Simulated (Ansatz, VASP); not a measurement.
**Two plane-wave programs on MgS**

The input INCAR:

```
SYSTEM = MgS
  ALGO = Normal
  EDIFF = 1E-7
  ENCUT = 520
  GGA = PE
  ISIF = 2
  ISMEAR = 0
  LASPH = .TRUE.
  LCHARG = .TRUE.
  LELF = .TRUE.
  LREAL = .FALSE.
  LVHAR = .TRUE.
  LWAVE = .FALSE.
  NBANDS = 11
  NELM = 80
  PREC = Accurate
  SIGMA = 0.01
```

KPOINTS

```
k-points
0
G
  6 6 6
  0 0 0
```

The input POSCAR:

```
MgS
1.0
    0.0000000000      2.8196965009      2.8196965009
    2.8196965009      0.0000000000      2.8196965009
    2.8196965009      2.8196965009      0.0000000000
Mg S
1 1
Direct
    0.0000000000      0.0000000000      0.0000000000
    0.2500000000      0.2500000000      0.2500000000
```

Input for Ansatz:

```yaml
crystal:
  lattice:
    - [0.0, 2.8196965009, 2.8196965009]
    - [2.8196965009, 0.0, 2.8196965009]
    - [2.8196965009, 2.8196965009, 0.0]
  atoms:
    - { symbol: Mg, position: [0.0, 0.0, 0.0] }
    - { symbol: S, position: [0.25, 0.25, 0.25] }
kpoints:
  mp_grid: { grid: [6, 6, 6] }
hamiltonian:
  xc: pbe
scf:
  occupations: { method: fixed }
  n_extra_bands: 4
output:
  forces: true
  stress: true
  eigenvalues: true
```

Alike in both runs: task single point; functional PBE; k mesh 6 × 6 × 6; no spin polarisation.

|  | VASP | Ansatz |
| --- | --- | --- |
| version | VASP 6.6.1 | Ansatz 0.2.0 |
| potentials or method | VASP PAW PBE potentials, release 64 (Mg, S) | plane waves, PAW |
| plane-wave cutoff (eV) | 520 | 420 |
| occupations | gaussian, width 0.01 eV | fixed |
| valence electrons in the cell | 8 | 16 |

```tsv
	VASP	Ansatz	Ansatz less VASP
gap on the k mesh at the Fermi level (eV)	3.52	3.53	+0.008
pressure (GPa)	1.7	1.8	+0.15
```

VASP's potentials hold 8 valence electrons a cell and Ansatz's 16, so a difference there can come from the potentials and not from the codes.
